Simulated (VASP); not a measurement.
A run of VASP 6.6.1 is set up as follows.

File INCAR:

```
SYSTEM = C
ALGO = Normal
EDIFF = 1E-6
ENCUT = 520
GGA = CA
ISIF = 2
ISMEAR = 0
LASPH = .TRUE.
LCHARG = .FALSE.
LREAL = .FALSE.
LWAVE = .FALSE.
NBANDS = 26
NELM = 80
PREC = Accurate
SIGMA = 0.05
```

The input KPOINTS:

```
k-points
0
G
  8 8 8
  0 0 0
```

The input POSCAR:

```
C
1.0
   -2.3380863495      2.3380863495      2.4103982985
    2.3380863495     -2.3380863495      2.4103982985
    2.3380863495      2.3380863495     -2.4103982985
C
8
Direct
    0.3254710859      0.0000000000      0.0000000000
    0.6745289141      0.6745289141      0.6745289141
    0.0000000000      0.3254710859      0.0000000000
    0.0000000000      0.0000000000      0.3254710859
    0.0000000000      0.6745289141      0.0000000000
    0.3254710859      0.3254710859      0.3254710859
    0.6745289141      0.0000000000      0.0000000000
    0.0000000000      0.0000000000      0.6745289141
```

Potentials or basis: VASP PAW LDA potentials, release 64 (C).

Run with:

```bash
$ cat potpaw_LDA.64/C/POTCAR > POTCAR
$ mpirun -np 1 vasp_std > vasp.out
```

Predict the largest force.

0.864 eV/Å.

Estimate the pressure.

24.9 GPa.

Stress tensor (GPa, compression positive):
```
31.80  0.00  0.00
 0.00 31.80  0.00
 0.00  0.00 11.08
```

Caveat: the cell differs from its parent crystal (strain -0.030 along x and y, +0.000 along z).
